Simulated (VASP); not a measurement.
# SnTe (I4/mmm) in VASP: a series of runs, part 3 of 3

VASP 6.6.1.

## (4) Single point, PBE

This run uses another cell than the first one, of the same volume but with other edges.

The input, INCAR:

```
PREC     = Accurate       # precision mode
ENCUT    = 500            # plane-wave cutoff, eV
EDIFF    = 1E-6           # SCF threshold, eV
ISMEAR   = 0              # smearing method
SIGMA    = 0.05           # smearing width, eV
LREAL    = F              # projectors in reciprocal space
LASPH    = T              # aspherical terms in the spheres
NELM     = 120            # most SCF steps
ALGO     = Normal         # electronic algorithm
ISIF     = 2              # what is computed and relaxed
LWAVE    = F              # write WAVECAR
LCHARG   = F              # write CHGCAR
GGA      = PE             # functional
NBANDS   = 17             # bands
GGA_COMPAT= F
```

The input, KPOINTS:

```
Automatic mesh
0
Gamma
  5 5 5
```

The input, POSCAR:

```
SnTe
1.0
    0.0000000000      3.2296212500      2.9990243902
    3.2296212500      0.0000000000      2.9990243902
    3.2296212500      3.2296212500      0.0000000000
Sn Te
1 1
Direct
    0.0000000000      0.0000000000      0.0000000000
    0.5000000000      0.5000000000      0.5000000000
```

Potentials or basis: VASP PAW PBE potentials, release 64 (Sn_d, Te).

Started as:

```sh
> cat potpaw_PBE.64/Sn_d/POTCAR potpaw_PBE.64/Te/POTCAR > POTCAR
> mpirun -np 1 vasp_std > vasp.out
```

OUTCAR:

```text
PREC = Accurate
   ENCUT = 500
   EDIFF = 1E-6
   ISMEAR = 0
   LREAL = F
   LASPH = T
   NELM = 120
   ISIF = 2
   GGA = PE

 ion  position               nearest neighbor table
   1  0.000  0.000  0.000-   2 3.00   2 3.00   2 3.23   2 3.23   2 3.23   2 3.23
   2  0.500  0.500  0.500-   1 3.00   1 3.00   1 3.23   1 3.23   1 3.23   1 3.23

  LATTYP: Found a body centered tetragonal cell.
 ALAT       =     4.5673741731
 C/A-ratio  =     1.3132378809

  Lattice vectors:

 A1 = (   0.0000000000,  -3.2296212500,  -2.9990243902)
 A2 = (   0.0000000000,   3.2296212500,  -2.9990243902)
 A3 = (   3.2296212500,   0.0000000000,   2.9990243902)

Analysis of symmetry for initial positions (statically):
=====================================================================
 Subroutine PRICEL returns:
 Original cell was already a primitive cell.

 Routine SETGRP: Setting up the symmetry group for a
 body centered tetragonal supercell.

 Subroutine GETGRP returns: Found 16 space group operations
 (whereof 16 operations were pure point group operations)
 out of a pool of 16 trial point group operations.

The static configuration has the point symmetry D_4h.

Analysis of symmetry for dynamics (positions and initial velocities):
=====================================================================
 Subroutine PRICEL returns:
 Original cell was already a primitive cell.

 Routine SETGRP: Setting up the symmetry group for a
 body centered tetragonal supercell.

 Subroutine GETGRP returns: Found 16 space group operations
 (whereof 16 operations were pure point group operations)
 out of a pool of 16 trial point group operations.

The dynamic configuration has the point symmetry D_4h.

 Subroutine INISYM returns: Found 16 space group operations
 (whereof 16 operations are pure point group operations),
 and found     1 'primitive' translations

----------------------------------------------------------------------------------------

[... 104 lines left out ...]
     AMIX     =   0.40;   BMIX     =  1.00
     AMIX_MAG =   1.60;   BMIX_MAG =  1.00
  volume/ion in A,a.u.               =      31.28       211.10
  Fermi-wavevector in a.u.,A,eV,Ry     =   1.119387  2.115336 17.048485  1.253028
  Thomas-Fermi vector in A             =   2.256026
   LORBIT       =      0    0 simple, 1 ext, 2 COOP (PROOUT), +10 PAW based schemes
   GGA     = PE    functional components
   LHFCALC =     F    Hartree Fock is set to
   AEXX    =    0.0000 exact exchange contribution
   IVDW    =     0    specifies the selected vdW correction
   LEPSILON=     F    determine dielectric tensor
   LRPA    =     F    only Hartree local field effects (RPA)
 non-spin polarized calculation
 Gauss-broadening in eV      SIGMA  =   0.05
  energy-cutoff  :      500.00
  volume of cell :       62.56
 maximum number of plane-waves:      1611
   NGX = 17   NGY = 17   NGZ = 17

 number of electron      20.0000005 magnetization

 Free energy of the ion-electron system (eV)
  ---------------------------------------------------
  ext. energy  EPLUGINS =         0.00000000
  ---------------------------------------------------
  free energy    TOTEN  =        -7.44116875 eV

  energy without entropy =       -7.44116875  energy(sigma->0) =       -7.44116875

 E-fermi :   7.0702     XC(G=0):  -9.4941

 val. band max:        6.8870975492   @ k =  -0.2000   0.0000   0.2000
 cond. band min:       7.2532665453   @ k =   0.4000   0.0000   0.0000
 fundamental gap:      0.3661689961
 Fermi energy:         7.0701676602

 k-point     1 :       0.0000    0.0000    0.0000
  band No.  band energies     occupation
      1     -14.9718      2.00000
      2     -14.9661      2.00000
      3     -14.9563      2.00000
      4     -14.9498      2.00000
      5     -14.9498      2.00000
      6      -5.8853      2.00000
[... 337 lines left out ...]
      4     -14.9476      2.00000
      5     -14.9428      2.00000
      6      -4.4237      2.00000
[... 9 lines left out ...]
     16      15.9846      0.00000
     17      16.2516      0.00000

------------------------ aborting loop because EDIFF is reached ----------------------------------------

  FORCE on cell =-STRESS in cart. coord.  units (eV):
  Direction    XX          YY          ZZ          XY          YZ          ZX
  --------------------------------------------------------------------------------------
  -------------------------------------------------------------------------------------
  Total       -0.3257021     -0.3257021      4.0852135      0.0000000     -0.0000000     -0.0000000
  in kB       -8.3409960     -8.3409960    104.6193849      0.0000000     -0.0000000     -0.0000000
  external PRESSURE =      29.3124643 kB  Pullay stress =       0.0000000 kB

 VOLUME and BASIS-vectors are now :
 -----------------------------------------------------------------------------
  energy-cutoff  :      500.00
  volume of cell :       62.56
      direct lattice vectors                 reciprocal lattice vectors
     0.000000000  3.229621250  2.999024390    -0.154816915  0.154816915  0.166720885
     3.229621250  0.000000000  2.999024390     0.154816915 -0.154816915  0.166720885
     3.229621250  3.229621250  0.000000000     0.154816915  0.154816915 -0.166720885

 POSITION                                       TOTAL-FORCE (eV/Angst)
 -----------------------------------------------------------------------------------
      0.00000      0.00000      0.00000        -0.000000      0.000000      0.000000
      3.22962      3.22962      2.99902         0.000000      0.000000     -0.000000
 -----------------------------------------------------------------------------------
    total drift:                                0.000000     -0.000000     -0.000000

  FREE ENERGIE OF THE ION-ELECTRON SYSTEM (eV)
  ---------------------------------------------------
  free  energy   TOTEN  =        -7.4411687537 eV

  energy  without entropy=       -7.4411687482  energy(sigma->0) =       -7.44116875
```

Run time: 21 s. Hardware: 1 thread of AMD EPYC 7R43 (Zen 3), shared host; peak memory 0.15 GiB.

Results:

```yaml
Free_energy: -7.4412 eV
Pressure: 2.9 GPa
Band_gap_on_the_k_mesh: 0.37 eV (least direct gap 0.49 eV)
```

Levels at points of the mesh, in eV from the valence-band top:
```tsv
k point	band 7	band 8	band 9	band 10	band 11	band 12	band 13	band 14
(0.00, 0.00, 0.00)	-4.57	-2.65	-1.81	-1.81	2.82	2.82	4.67	4.67
```

Caveat: spin-orbit coupling is left out, which moves the levels of the heavy elements; an odd mesh through Γ misses points on the zone boundary, where band edges can lie.

## (5) Single point, PBE

This run uses another cell than the first one, of the same volume but with other edges.

The input, INCAR:

```
PREC = Accurate ; ENCUT = 500
EDIFF = 1E-6 ; ISMEAR = 0
SIGMA = 0.05 ; LREAL = False
LASPH = True ; NELM = 120
ALGO = Normal ; ISIF = 2
LWAVE = False ; LCHARG = False
GGA = PE ; NBANDS = 17
GGA_COMPAT = False
```

The input, KPOINTS:

```
regular mesh
0
Gamma
  5 5 5
```

The input, POSCAR:

```
SnTe
1.0
    0.0000000000      3.3083925000      2.8579138322
    3.3083925000      0.0000000000      2.8579138322
    3.3083925000      3.3083925000      0.0000000000
Sn Te
1 1
Direct
    0.0000000000      0.0000000000      0.0000000000
    0.5000000000      0.5000000000      0.5000000000
```

Started as:

```sh
> cat potpaw_PBE.64/Sn_d/POTCAR potpaw_PBE.64/Te/POTCAR > POTCAR
> mpirun -np 1 vasp_std > vasp.out
```

Wall time 36 s (1 thread of AMD EPYC 7R43 (Zen 3), shared host); peak memory 0.15 GiB.

The run converged. Its results:

| Quantity | Value |
| --- | --- |
| Free energy | -7.1336 eV |
| Pressure | 4.0 GPa |
| Band gap on the k mesh | zero (bands 10 and 11 overlap by 0.04 eV) |

Stress tensor (GPa, compression positive):
```
-2.62  0.00  0.00
 0.00 -2.62  0.00
 0.00  0.00 17.37
```

Levels at points of the mesh, in eV from the Fermi level:
```csv
k point,band 7,band 8,band 9,band 10,band 11,band 12,band 13,band 14
"(0.00, 0.00, 0.00)",-4.68,-3.53,-1.80,-1.80,2.06,2.06,4.35,4.35
```

Caveat: the cell stands under pressure; semilocal functionals underestimate gaps, so a narrow gap can read as zero; spin-orbit coupling is left out, which moves the levels of the heavy elements.

## (6) Overview

| cell | gap on the mesh (eV) | pressure (GPa) |
| --- | --- | --- |
| a = 4.599, b = 4.599, c = 4.233 Å, angles 62.6, 62.6, 54.8°, 2 atoms | none | 4.3 |
| a = 4.519, b = 4.519, c = 4.345 Å, angles 61.3, 61.3, 57.5°, 2 atoms | 0.12 | 2.9 |
| a = 4.407, b = 4.407, c = 4.567 Å, angles 58.8, 58.8, 62.4°, 2 atoms | 0.37 | 2.9 |
| a = 4.372, b = 4.372, c = 4.679 Å, angles 57.6, 57.6, 64.7°, 2 atoms | none | 4.0 |

Alike in all rows: task single point; level PBE; potentials or basis VASP PAW PBE potentials, release 64 (Sn_d, Te); no spin polarisation; k mesh 5 × 5 × 5; cutoff (eV) 500; smearing gaussian 0.05 eV.

Caveats: spin-orbit coupling is left out, which moves the levels of the heavy elements; the cell stands under pressure (at least some runs); semilocal functionals underestimate gaps, so a narrow gap can read as zero (at least some runs); an odd mesh through Γ misses points on the zone boundary, where band edges can lie (at least some runs).

Total energies depend on the potentials used, so only differences within one code and one set of settings carry meaning.
